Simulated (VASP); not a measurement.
# FeS2 (Pnnm) in VASP: further runs, part 2 of 2

VASP 6.6.1. The steps go on from the part before.

### Step 4. Single point, PBE

This run uses another cell than the first one, of 13.48 Å³/atom.

File INCAR:

```
ALGO = Normal ; EDIFF = 1E-6
ENCUT = 600 ; GGA = PE
GGA_COMPAT = False ; ISIF = 2
ISMEAR = 0 ; LASPH = True
LCHARG = False ; LREAL = False
LWAVE = False ; NBANDS = 29
NELM = 120 ; PREC = Accurate
SIGMA = 0.01
```

File KPOINTS:

```
k-points
0
Gamma
  6 6 8
```

File POSCAR:

```
FeS2
1.0
    4.4308093748      0.0000000000      0.0000000000
    0.0000000000      5.4005596217      0.0000000000
    0.0000000000      0.0000000000      3.3792368391
Fe S
2 4
Direct
    0.5000000000      0.5000000000      0.5000000000
    0.0000000000      0.0000000000      0.0000000000
    0.2990463072      0.8778422783      0.5000000000
    0.7009536928      0.1221577217      0.5000000000
    0.2009536928      0.3778422783      0.0000000000
    0.7990463072      0.6221577217      0.0000000000
```

Potentials or basis: VASP PAW PBE potentials, release 64 (Fe, S).

Run with:

```bash
$ cat potpaw_PBE.64/Fe/POTCAR potpaw_PBE.64/S/POTCAR > POTCAR
$ mpirun -np 1 vasp_std > vasp.out
```

OUTCAR:

```text
EDIFF = 1E-6
   ENCUT = 600
   GGA = PE
   ISIF = 2
   ISMEAR = 0
   LASPH = True
   LREAL = False
   NELM = 120
   PREC = Accurate

 ion  position               nearest neighbor table
   1  0.500  0.500  0.500-   3 2.23   4 2.23   5 2.25   6 2.25   5 2.25   6 2.25
   2  0.000  0.000  0.000-   5 2.23   6 2.23   3 2.25   4 2.25   3 2.25   4 2.25
   3  0.299  0.878  0.500-   4 2.22   1 2.23   2 2.25   2 2.25
   4  0.701  0.122  0.500-   3 2.22   1 2.23   2 2.25   2 2.25
   5  0.201  0.378  0.000-   6 2.22   2 2.23   1 2.25   1 2.25
   6  0.799  0.622  0.000-   5 2.22   2 2.23   1 2.25   1 2.25

  LATTYP: Found a simple orthorhombic cell.
 ALAT       =     3.3792368391
 B/A-ratio  =     1.3111863967
 C/A-ratio  =     1.5981595487

  Lattice vectors:

 A1 = (   0.0000000000,   0.0000000000,   3.3792368391)
 A2 = (   4.4308093748,   0.0000000000,   0.0000000000)
 A3 = (   0.0000000000,   5.4005596217,   0.0000000000)

Analysis of symmetry for initial positions (statically):
[... 185 lines left out ...]

 val. band max:        7.8383111206   @ k =   0.1667   0.0000   0.2500
 cond. band min:       8.7286256446   @ k =   0.0000   0.5000   0.5000
 fundamental gap:      0.8903145240
 Fermi energy:         7.9464503036

 k-point     1 :       0.0000    0.0000    0.0000
  band No.  band energies     occupation
      1      -9.0114      2.00000
      2      -6.7097      2.00000
      3      -4.6429      2.00000
      4      -3.9261      2.00000
      5       0.1882      2.00000
      6       1.7754      2.00000
[... 757 lines left out ...]
     28      14.0104      0.00000
     29      15.5520      0.00000

 [... further k-points ...]

------------------------ aborting loop because EDIFF is reached ----------------------------------------

  FORCE on cell =-STRESS in cart. coord.  units (eV):
  Direction    XX          YY          ZZ          XY          YZ          ZX
  --------------------------------------------------------------------------------------
  -------------------------------------------------------------------------------------
  Total        0.4767752      0.5714279      0.3586691      0.0000000      0.0000000      0.0000000
  in kB        9.4467788     11.3222198      7.1066366      0.0000000      0.0000000      0.0000000
  external PRESSURE =       9.2918784 kB  Pullay stress =       0.0000000 kB

 VOLUME and BASIS-vectors are now :
 -----------------------------------------------------------------------------
  energy-cutoff  :      600.00
  volume of cell :       80.86
      direct lattice vectors                 reciprocal lattice vectors
     4.430809375  0.000000000  0.000000000     0.225692400  0.000000000  0.000000000
     0.000000000  5.400559622  0.000000000     0.000000000  0.185165996  0.000000000
     0.000000000  0.000000000  3.379236839     0.000000000  0.000000000  0.295924804

 POSITION                                       TOTAL-FORCE (eV/Angst)
 -----------------------------------------------------------------------------------
      2.21540      2.70028      1.68962         0.000000      0.000000     -0.000000
      0.00000      0.00000      0.00000         0.000000      0.000000     -0.000000
      1.32502      4.74084      1.68962        -0.224670     -0.117967      0.000000
      3.10579      0.65972      1.68962         0.224670      0.117967      0.000000
      0.89039      2.04056      0.00000         0.224670     -0.117967     -0.000000
      3.54042      3.36000      0.00000        -0.224670      0.117967      0.000000
 -----------------------------------------------------------------------------------
    total drift:                                0.000000      0.000000      0.000000

  FREE ENERGIE OF THE ION-ELECTRON SYSTEM (eV)
  ---------------------------------------------------
  free  energy   TOTEN  =       -36.0939547468 eV

  energy  without entropy=      -36.0939547468  energy(sigma->0) =      -36.09395475
```

OSZICAR:

```text
N       E                     dE             d eps       ncg     rms          rms(c)
DAV:   1     0.362694538232E+03    0.36269E+03   -0.19469E+04  4664   0.161E+03
DAV:   2     0.522934157872E+01   -0.35747E+03   -0.34083E+03  4665   0.364E+02
DAV:   3    -0.369171243584E+02   -0.42146E+02   -0.39731E+02  5929   0.133E+02
DAV:   4    -0.392386097201E+02   -0.23215E+01   -0.22931E+01  5929   0.315E+01
DAV:   5    -0.393228147144E+02   -0.84205E-01   -0.84165E-01  6368   0.583E+00    0.273E+01
DAV:   6    -0.487459327070E+02   -0.94231E+01   -0.59041E+01  6546   0.118E+02    0.355E+01
DAV:   7    -0.357560634688E+02    0.12990E+02   -0.36031E+01  5688   0.121E+02    0.924E+00
DAV:   8    -0.362310360904E+02   -0.47497E+00   -0.61703E+00  5260   0.108E+01    0.508E+00
DAV:   9    -0.360962587741E+02    0.13478E+00   -0.36154E-01  6659   0.785E+00    0.145E+00
DAV:  10    -0.360938200181E+02    0.24388E-02   -0.60573E-02  7234   0.156E+00    0.436E-01
DAV:  11    -0.360942060366E+02   -0.38602E-03   -0.24330E-03  6353   0.483E-01    0.212E-01
DAV:  12    -0.360939926170E+02    0.21342E-03   -0.26439E-04  7340   0.183E-01    0.112E-01
DAV:  13    -0.360939500371E+02    0.42580E-04   -0.16796E-04  7177   0.885E-02    0.354E-02
DAV:  14    -0.360939547061E+02   -0.46690E-05   -0.82525E-06  5595   0.226E-02    0.120E-02
DAV:  15    -0.360939547468E+02   -0.40681E-07   -0.90927E-07  3442   0.129E-02
   1 F= -.36093955E+02 E0= -.36093955E+02  d E =-.128038E-54
```

stdout:

```text
POSCAR found type information on POSCAR FeS
 POSCAR found :  2 types and       6 ions
 scaLAPACK will be used
 LDA part: xc-table for (Slater+PW92), standard interpolation
 POSCAR, INCAR and KPOINTS ok, starting setup
 FFT: planning ... GRIDC
 FFT: planning ... GRID_SOFT
 FFT: planning ... GRID
 WAVECAR not read
 entering main loop
```

Run time: 3.9 min. Hardware: 1 thread of Oxide Virtual Turin-like, shared host; peak memory 0.3 GiB.

What came out:

| Quantity | Value |
| --- | --- |
| Free energy | -36.0940 eV |
| Pressure | 0.9 GPa |
| Largest force | 0.254 eV/Å |
| Band gap on the k mesh | 0.89 eV (least direct gap 1.18 eV) |

Forces in eV/Å, atoms in the order of the input:
```
Fe   0.000  0.000  0.000
Fe   0.000  0.000  0.000
S   -0.225 -0.118  0.000
S    0.225  0.118  0.000
S    0.225 -0.118  0.000
S   -0.225  0.118  0.000
```

Stress tensor (GPa, compression positive):
```
0.94 0.00 0.00
0.00 1.13 0.00
0.00 0.00 0.71
```

A k mesh can miss the band edges. Spin polarisation is off, so any magnetic state and its effect on volume and gap are missing.

### Step 5. Summary

| cell | k mesh | gap on the mesh (eV) | pressure (GPa) | largest force (eV/Å) |
| --- | --- | --- | --- | --- |
| a = 4.483, b = 5.463, c = 3.423 Å, 6 atoms, atomic positions A | 6 × 4 × 6 | 0.81 | -4.1 | 0.04 |
| a = 4.526, b = 5.516, c = 3.456 Å, 6 atoms, atomic positions A | 6 × 4 × 6 | 0.74 | -7.6 | 0.05 |
| a = 4.431, b = 5.401, c = 3.379 Å, 6 atoms, atomic positions B | 6 × 6 × 8 | 0.89 | 0.9 | 0.25 |

Alike in all rows: task single point; level PBE; potentials or basis VASP PAW PBE potentials, release 64 (Fe, S); no spin polarisation; cutoff (eV) 600; smearing gaussian 0.01 eV.

Caveats: the cell stands under tension (at least some runs).

Total energies depend on the potentials used, so only differences within one code and one set of settings carry meaning.
